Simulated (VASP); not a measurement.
# MgI2 (P-3m1) in VASP: a series of runs

Runs on MgI2. Level: PBE. Tasks: single point.

Program: VASP 6.6.1. These are calculated values, not measurements. Logs are shortened: lines on timing, memory, paths and dates and some standing lists are left out, and cuts for length are marked.

## (1) The cell of the first run

Symmetry: P-3m1, No. 164, trigonal system. Conventional cell: a = 4.317 Å, b = 4.317 Å, c = 8.015 Å, α = 90.00°, β = 90.00°, γ = 120.00°. Within 4.0 Å of Mg (site symmetry -3m) lie 6 I at 3.01 Å. I (site symmetry 3m) has 3 Mg at 3.01 Å within 4.0 Å.

## (2) Single point, PBE

INCAR

```
PREC     = Accurate       # precision mode
ENCUT    = 520            # plane-wave cutoff, eV
EDIFF    = 1E-6           # SCF threshold, eV
ISMEAR   = 0              # smearing method
SIGMA    = 0.05           # smearing width, eV
LREAL    = F              # projectors in reciprocal space
LASPH    = T              # aspherical terms in the spheres
NELM     = 60             # most SCF steps
ALGO     = Normal         # electronic algorithm
ISIF     = 2              # what is computed and relaxed
LWAVE    = F              # write WAVECAR
LCHARG   = F              # write CHGCAR
GGA      = PE             # functional
NBANDS   = 15             # bands
```

KPOINTS

```
Automatic mesh
0
Gamma
  6 6 4
```

POSCAR

```
MgI2
1.0
    4.3165329393      0.0000000000      0.0000000000
   -2.1582664697      3.7382271817      0.0000000000
    0.0000000000      0.0000000000      8.0147218160
Mg I
1 2
Direct
    0.0000000000      0.0000000000      0.0000000000
    0.3333333333      0.6666666667      0.7897071656
    0.6666666667      0.3333333333      0.2102928344
```

Potentials or basis: VASP PAW PBE potentials, release 64 (Mg, I).

Started as:

```console
$ cat potpaw_PBE.64/Mg/POTCAR potpaw_PBE.64/I/POTCAR > POTCAR
$ mpirun -np 1 vasp_std > vasp.out
```

OUTCAR:

```text
PREC = Accurate
   ENCUT = 520
   EDIFF = 1E-6
   ISMEAR = 0
   LREAL = F
   LASPH = T
   NELM = 60
   ISIF = 2
   GGA = PE

 ion  position               nearest neighbor table
   1  0.000  0.000  0.000-   2 3.01   3 3.01   3 3.01   2 3.01   3 3.01   2 3.01
   2  0.333  0.667  0.790-   1 3.01   1 3.01   1 3.01
   3  0.667  0.333  0.210-   1 3.01   1 3.01   1 3.01

  LATTYP: Found a hexagonal cell.
 ALAT       =     4.3165329393
 C/A-ratio  =     1.8567498334

  Lattice vectors:

 A1 = (   4.3165329393,   0.0000000000,   0.0000000000)
 A2 = (  -2.1582664697,   3.7382271817,   0.0000000000)
 A3 = (   0.0000000000,   0.0000000000,   8.0147218160)

Analysis of symmetry for initial positions (statically):
[... 33 lines left out ...]
                                     Primitive cell

  volume of cell :     129.3270

  direct lattice vectors                    reciprocal lattice vectors
     4.316532939  0.000000000  0.000000000     0.231667409  0.133753241  0.000000000
    -2.158266470  3.738227182  0.000000000     0.000000000  0.267506481  0.000000000
     0.000000000  0.000000000  8.014721816     0.000000000  0.000000000  0.124770394

  length of vectors
     4.316532939  4.316532939  8.014721816     0.267506481  0.267506481  0.124770394

  position of ions in fractional coordinates (direct lattice)
     0.000000000  0.000000000  0.000000000
     0.333333333  0.666666667  0.789707166
     0.666666667  0.333333333  0.210292834

  ion indices of the primitive-cell ions
   primitive index   ion index
                 1           1
                 2           2
                 3           3

----------------------------------------------------------------------------------------

 KPOINTS: Automatic mesh

Automatic generation of k-mesh.
 Grid dimensions read from file:
 generate k-points for:    6    6    4

 Generating k-lattice:

  Cartesian coordinates                     Fractional coordinates (reciprocal lattice)
     0.038611235  0.022292207  0.000000000     0.166666667  0.000000000  0.000000000
     0.000000000  0.044584414  0.000000000     0.000000000  0.166666667  0.000000000
     0.000000000  0.000000000  0.031192599     0.000000000  0.000000000  0.250000000

  Length of vectors
     0.044584414  0.044584414  0.031192599

  Shift w.r.t. Gamma in fractional coordinates (k-lattice)
[... 9 lines left out ...]
  0.000000  0.000000  0.000000      1.000000
  0.166667  0.000000  0.000000      6.000000
  0.333333 -0.000000  0.000000      6.000000
  0.500000  0.000000  0.000000      3.000000
  0.166667  0.166667  0.000000      6.000000
  0.333333  0.166667  0.000000     12.000000
[... 22 lines left out ...]
   dimension x,y,z NGXF=    64 NGYF=   64 NGZF=  120
   ions per type =               1   2
   NGX,Y,Z   is equivalent  to a cutoff of  12.32, 12.32, 12.45 a.u.
   NGXF,Y,Z  is equivalent  to a cutoff of  24.65, 24.65, 24.89 a.u.
 SYSTEM =  unknown system
   PREC   = accura    normal or accurate (medium, high low for compatibility)
   ISTART =      0    job   : 0-new  1-cont  2-samecut
   ICHARG =      2    charge: 1-file 2-atom 10-const
   ISPIN  =      1    spin polarized calculation?
   LNONCOLLINEAR =      F non collinear calculations
   LSORBIT =      F    spin-orbit coupling
   LASPH  =      T    aspherical Exc in radial PAW
   ENCUT  =  520.0 eV  38.22 Ry    6.18 a.u.   8.03  8.03 14.90*2*pi/ulx,y,z
   NELM   =     60;   NELMIN=  2; NELMDL= -5     # of ELM steps
   EDIFF  = 0.1E-05   stopping-criterion for ELM
   LREAL  =      F    real-space projection
   EDIFFG = 0.1E-04   stopping-criterion for IOM
   NSW    =      0    number of steps for IOM
   IBRION =     -1    ionic relax: 0-MD 1-quasi-New 2-CG
[... 14 lines left out ...]
     AMIX     =   0.40;   BMIX     =  1.00
     AMIX_MAG =   1.60;   BMIX_MAG =  1.00
  volume/ion in A,a.u.               =      43.11       290.91
  Fermi-wavevector in a.u.,A,eV,Ry     =   0.815740  1.541525  9.053749  0.665432
  Thomas-Fermi vector in A             =   1.925882
   LORBIT       =      0    0 simple, 1 ext, 2 COOP (PROOUT), +10 PAW based schemes
   GGA     = PE    functional components
[... 6 lines left out ...]
 Gauss-broadening in eV      SIGMA  =   0.05
  energy-cutoff  :      520.00
  volume of cell :      129.33
 maximum number of plane-waves:      3534
   NGX = 17   NGY = 17   NGZ = 29

 number of electron      16.0000001 magnetization

 Free energy of the ion-electron system (eV)
  ---------------------------------------------------
  ext. energy  EPLUGINS =         0.00000000
  ---------------------------------------------------
  free energy    TOTEN  =        -7.70341796 eV

  energy without entropy =       -7.70341796  energy(sigma->0) =       -7.70341796

 E-fermi :   0.5747     XC(G=0):  -7.1290

 val. band max:        0.2980610291   @ k =   0.0000   0.0000   0.0000
 cond. band min:       3.8227588802   @ k =   0.0000   0.0000   0.0000
 fundamental gap:      3.5246978511
 Fermi energy:         0.5746991619

 k-point     1 :       0.0000    0.0000    0.0000
  band No.  band energies     occupation
      1     -11.1820      2.00000
      2     -10.7152      2.00000
      3      -2.3847      2.00000
      4       0.0399      2.00000
      5       0.0399      2.00000
      6       0.1221      2.00000
      7       0.2981      2.00000
      8       0.2981      2.00000
      9       3.8228      0.00000
     10       5.1475      0.00000
     11       6.8913      0.00000
     12       6.8913      0.00000
     13       7.2667      0.00000
     14       8.4470      0.00000
     15       8.4470      0.00000

 k-point     2 :       0.1667    0.0000    0.0000
  band No.  band energies     occupation
      1     -11.0765      2.00000
      2     -10.6596      2.00000
      3      -2.2856      2.00000
      4      -0.8011      2.00000
      5      -0.3442      2.00000
      6      -0.2149      2.00000
      7       0.1462      2.00000
      8       0.2514      2.00000
      9       4.5311      0.00000
     10       5.6946      0.00000
     11       6.3792      0.00000
     12       7.2602      0.00000
     13       7.5548      0.00000
     14       8.2712      0.00000
     15       8.7013      0.00000

 k-point     3 :       0.3333   -0.0000    0.0000
  band No.  band energies     occupation
      1     -10.8322      2.00000
      2     -10.5595      2.00000
      3      -2.4013      2.00000
      4      -1.7815      2.00000
      5      -0.9648      2.00000
      6      -0.5811      2.00000
      7       0.0087      2.00000
      8       0.0748      2.00000
      9       4.2899      0.00000
     10       5.7645      0.00000
     11       6.6113      0.00000
     12       7.5463      0.00000
     13       7.5763      0.00000
     14       8.2574      0.00000
     15       9.0227      0.00000

 k-point     4 :       0.5000    0.0000    0.0000
  band No.  band energies     occupation
      1     -10.6701      2.00000
      2     -10.5367      2.00000
      3      -2.7431      2.00000
      4      -2.0832      2.00000
      5      -0.8556      2.00000
      6      -0.7328      2.00000
      7      -0.1875      2.00000
      8      -0.0202      2.00000
      9       3.9164      0.00000
     10       5.7548      0.00000
     11       6.2598      0.00000
     12       7.5063      0.00000
     13       7.7289      0.00000
     14       8.8757      0.00000
     15       9.0813      0.00000
[... 307 lines left out ...]
 k-point    22 :       0.1667    0.1667    0.5000
  band No.  band energies     occupation
      1     -10.8871      2.00000
      2     -10.5962      2.00000
      3      -2.2335      2.00000
      4      -1.4689      2.00000
      5      -1.0059      2.00000
      6      -0.2864      2.00000
      7      -0.2845      2.00000
      8      -0.0073      2.00000
      9       4.7769      0.00000
     10       6.2004      0.00000
     11       6.9061      0.00000
     12       7.0099      0.00000
     13       7.5501      0.00000
     14       7.9548      0.00000
     15       8.6786      0.00000

 k-point    23 :       0.3333    0.1667    0.5000
  band No.  band energies     occupation
      1     -10.6732      2.00000
      2     -10.5353      2.00000
      3      -2.5619      2.00000
      4      -1.9620      2.00000
      5      -1.2337      2.00000
      6      -0.8058      2.00000
      7      -0.2899      2.00000
      8      -0.0509      2.00000
      9       4.4639      0.00000
     10       6.1962      0.00000
     11       6.7643      0.00000
     12       7.1993      0.00000
     13       7.3567      0.00000
     14       8.8370      0.00000
     15       9.1956      0.00000

 k-point    24 :       0.3333    0.3333    0.5000
  band No.  band energies     occupation
      1     -10.5568      2.00000
      2     -10.5568      2.00000
      3      -2.4386      2.00000
      4      -1.7902      2.00000
      5      -1.7902      2.00000
      6      -1.2892      2.00000
      7      -0.1618      2.00000
      8      -0.1618      2.00000
      9       4.7498      0.00000
     10       6.5057      0.00000
     11       6.5057      0.00000
     12       8.0089      0.00000
     13       8.4179      0.00000
     14       8.5197      0.00000
     15       8.8691      0.00000

------------------------ aborting loop because EDIFF is reached ----------------------------------------

  FORCE on cell =-STRESS in cart. coord.  units (eV):
  Direction    XX          YY          ZZ          XY          YZ          ZX
  --------------------------------------------------------------------------------------
  -------------------------------------------------------------------------------------
  Total       -1.1965924     -1.1965924     -0.7753458      0.0000000      0.0000000     -0.0000000
  in kB      -14.8240756    -14.8240756     -9.6054301      0.0000000      0.0000000     -0.0000000
  external PRESSURE =     -13.0845271 kB  Pullay stress =       0.0000000 kB

 VOLUME and BASIS-vectors are now :
 -----------------------------------------------------------------------------
  energy-cutoff  :      520.00
  volume of cell :      129.33
      direct lattice vectors                 reciprocal lattice vectors
     4.316532939  0.000000000  0.000000000     0.231667409  0.133753241  0.000000000
    -2.158266470  3.738227182  0.000000000     0.000000000  0.267506481  0.000000000
     0.000000000  0.000000000  8.014721816     0.000000000  0.000000000  0.124770394

 POSITION                                       TOTAL-FORCE (eV/Angst)
 -----------------------------------------------------------------------------------
      0.00000      0.00000      0.00000         0.000000      0.000000      0.000000
     -0.00000      2.49215      6.32928        -0.000000     -0.000000      0.222382
      2.15827      1.24608      1.68544        -0.000000      0.000000     -0.222382
 -----------------------------------------------------------------------------------
    total drift:                                0.000000     -0.000000      0.000000

  FREE ENERGIE OF THE ION-ELECTRON SYSTEM (eV)
  ---------------------------------------------------
  free  energy   TOTEN  =        -7.7034179596 eV

  energy  without entropy=       -7.7034179596  energy(sigma->0) =       -7.70341796
```

It took 31 s on 1 thread of Intel Xeon Platinum 8375C at 2.90GHz (Ice Lake), shared host; peak memory 0.25 GiB.

What came out:

| Property | Result |
| --- | --- |
| Free energy | -7.7034 eV |
| Pressure | -1.3 GPa |
| Largest force | 0.222 eV/Å |
| Band gap on the k mesh | 3.52 eV, direct |

Forces on the atoms (eV/Å):
```
Mg   0.000  0.000  0.000
I    0.000  0.000  0.222
I    0.000  0.000 -0.222
```

Stress tensor (GPa, compression positive):
```
-1.48  0.00  0.00
 0.00 -1.48  0.00
 0.00  0.00 -0.96
```

Caveat: spin-orbit coupling is left out, which moves the levels of the heavy elements; this functional lacks dispersion, which binds the layers, so the pressure and a relaxed spacing across them are unreliable. A k mesh can miss the band edges.

## (3) Single point, PBE

INCAR

```
SYSTEM = MgI2
PREC     = Accurate       ! precision mode
ENCUT    = 520            ! plane-wave cutoff, eV
EDIFF    = 1E-7           ! SCF threshold, eV
ISMEAR   = 0              ! smearing method
SIGMA    = 0.05           ! smearing width, eV
LREAL    = .False.        ! projectors in reciprocal space
LASPH    = .True.         ! aspherical terms in the spheres
NELM     = 100            ! most SCF steps
ALGO     = Normal         ! electronic algorithm
ISIF     = 2              ! what is computed and relaxed
LWAVE    = .False.        ! write WAVECAR
LCHARG   = .True.         ! write CHGCAR
GGA      = PE             ! functional
LELF     = .True.         ! ELF
LVHAR    = .True.       
NBANDS   = 15             ! bands
```

KPOINTS

```
Automatic mesh
0
Gamma
  6 6 4
  0 0 0
```

POSCAR

```
MgI2
1.0
    4.3165329393      0.0000000000      0.0000000000
   -2.1582664697      3.7382271817      0.0000000000
    0.0000000000      0.0000000000      8.0147218160
Mg I
1 2
Direct
    0.0000000000      0.0000000000      0.0000000000
    0.3333333333      0.6666666667      0.7820264016
    0.6666666667      0.3333333333      0.2179735984
```

Potentials or basis: VASP PAW PBE potentials, release 64 (Mg, I).

Started as:

```console
$ cat potpaw_PBE.64/Mg/POTCAR potpaw_PBE.64/I/POTCAR > POTCAR
$ mpirun -np 1 vasp_std > vasp.out
```

It took 37 s on 1 thread of Intel Xeon Platinum 8375C at 2.90GHz (Ice Lake), shared host; peak memory 0.26 GiB.

The run converged. Its results:

```
Free energy            : -7.6609 eV
Pressure               : -1.9 GPa
Largest force          : 0.463 eV/Å
Band gap on the k mesh : 3.37 eV, direct
```

Forces in eV/Å, atoms in the order of the input:
```
Mg   0.000  0.000  0.000
I    0.000  0.000  0.463
I    0.000  0.000 -0.463
```

Stress tensor (GPa, compression positive):
```
-1.86  0.00  0.00
 0.00 -1.86  0.00
 0.00  0.00 -2.02
```

Levels at points of the mesh, in eV from the valence-band top:
| k point | band 4 | band 5 | band 6 | band 7 | band 8 | band 9 | band 10 | band 11 | band 12 | band 13 |
| --- | --- | --- | --- | --- | --- | --- | --- | --- | --- | --- |
| (0.00, 0.00, 0.00) | -0.28 | -0.22 | -0.22 | 0.00 | 0.00 | 3.37 | 4.85 | 6.61 | 6.61 | 7.00 |
| (0.50, 0.00, 0.00) | -2.35 | -1.24 | -0.97 | -0.57 | -0.34 | 3.51 | 5.34 | 5.83 | 7.04 | 7.14 |
| (0.00, 0.00, 0.50) | -0.77 | -0.21 | -0.21 | -0.02 | -0.02 | 3.96 | 4.80 | 6.56 | 6.56 | 7.17 |
| (0.50, 0.00, 0.50) | -2.44 | -1.04 | -0.94 | -0.57 | -0.38 | 3.43 | 5.34 | 5.85 | 6.27 | 7.26 |

Caveat: spin-orbit coupling is left out, which moves the levels of the heavy elements; this functional lacks dispersion, which binds the layers, so the pressure and a relaxed spacing across them are unreliable. As with any semilocal functional, this PBE gap is likely too small.

## (4) Single point, PBE

INCAR

```
PREC = Accurate
ENCUT = 520
EDIFF = 1E-7
ISMEAR = 0
SIGMA = 0.05
LREAL = False
LASPH = True
NELM = 100
ALGO = Normal
ISIF = 2
LWAVE = False
LCHARG = True
GGA = PE
LELF = True
LVHAR = True
NBANDS = 15
```

KPOINTS

```
Automatic mesh
0
Gamma
  6 6 4
```

POSCAR

```
MgI2
1.0
    4.3165329393      0.0000000000      0.0000000000
   -2.1582664697      3.7382271817      0.0000000000
    0.0000000000      0.0000000000      8.0147218160
Mg I
1 2
Direct
    0.0000000000      0.0000000000      0.0000000000
    0.3333333333      0.6666666667      0.8050686935
    0.6666666667      0.3333333333      0.1949313065
```

Started as:

```console
$ cat potpaw_PBE.64/Mg/POTCAR potpaw_PBE.64/I/POTCAR > POTCAR
$ mpirun -np 1 vasp_std > vasp.out
```

Wall time 32 s (1 thread of Intel Xeon Platinum 8375C at 2.90GHz (Ice Lake), shared host); peak memory 0.25 GiB.

Results (log left out):

| Quantity | Value |
| --- | --- |
| Free energy | -7.6917 eV |
| Pressure | 0.1 GPa |
| Largest force | 0.335 eV/Å |
| Band gap on the k mesh | 3.69 eV, indirect (least direct gap 3.75 eV) |

Forces on the atoms (eV/Å):
```
Mg   0.000  0.000  0.000
I    0.000  0.000 -0.335
I    0.000  0.000  0.335
```

Stress tensor (GPa, compression positive):
```
-0.42  0.00  0.00
 0.00 -0.42  0.00
 0.00  0.00  1.25
```

Levels at points of the mesh, in eV from the valence-band top:
```
           k point  band 5  band 6  band 7  band 8  band 9  band 10  band 11  band 12
(0.00, 0.00, 0.00)   -0.46   -0.10   -0.10   -0.06    3.70     4.77     6.46     6.46
(0.50, 0.00, 0.00)   -1.29   -1.07   -0.41   -0.36    3.69     5.57     6.18     7.46
(0.00, 0.00, 0.50)   -0.45   -0.42   -0.11   -0.11    4.13     4.77     6.43     6.43
(0.50, 0.00, 0.50)   -1.27   -0.95   -0.40   -0.38    3.69     5.61     6.10     6.73
```

Caveat: spin-orbit coupling is left out, which moves the levels of the heavy elements; this functional lacks dispersion, which binds the layers, so the pressure and a relaxed spacing across them are unreliable. A hybrid or GW would open this gap; PBE tends to underestimate it.

(Continued in part 2 of 2.)
